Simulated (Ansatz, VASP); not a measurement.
## MoH2 in VASP and in Ansatz

```xyz
6
Lattice="0.0000 2.8836 2.8836 2.8836 0.0000 2.8836 2.8836 2.8836 0.0000" Properties=species:S:1:pos:R:3 pbc="T T T"
H     3.6045    2.1627    2.1627
H     2.1627    2.1627    3.6045
H     2.1627    3.6045    2.1627
H     3.6045    3.6045    3.6045
Mo    0.0000    0.0000    0.0000
Mo    1.4418    1.4418    1.4418
```

Change from the starting cell: species swapped into the TbFe2 type (Fd-3m, No. 227).

Alike in both runs: task relaxation of cell and atoms; functional PBE; k mesh 12 × 12 × 12; occupations gaussian, width 0.1 eV; no spin polarisation.

```csv
,VASP,Ansatz
version,VASP 6.6.1,Ansatz 0.2.0
potentials or method,"VASP PAW PBE potentials, release 64 (H, Mo_sv), cutoff 600 eV","scalar-relativistic, plane waves, PAW"
valence electrons in the cell,32,32
```

VASP gave:

```
gap on the k mesh at the Fermi level, each at its own relaxed structure (eV) : none
relaxed volume (Å³/atom)                                                     : 8.01
relaxed length of the cell vector where the two differ most in proportion (Å)              : 4.080
```

Task: Which values does Ansatz return?

Result: gap on the k mesh at the Fermi level, each at its own relaxed structure (eV): none; relaxed volume (Å³/atom): 7.99; relaxed length of the cell vector where the two differ most in proportion (Å): 4.077.

A gap of «none» marks a metal or a gap that the smearing closes.
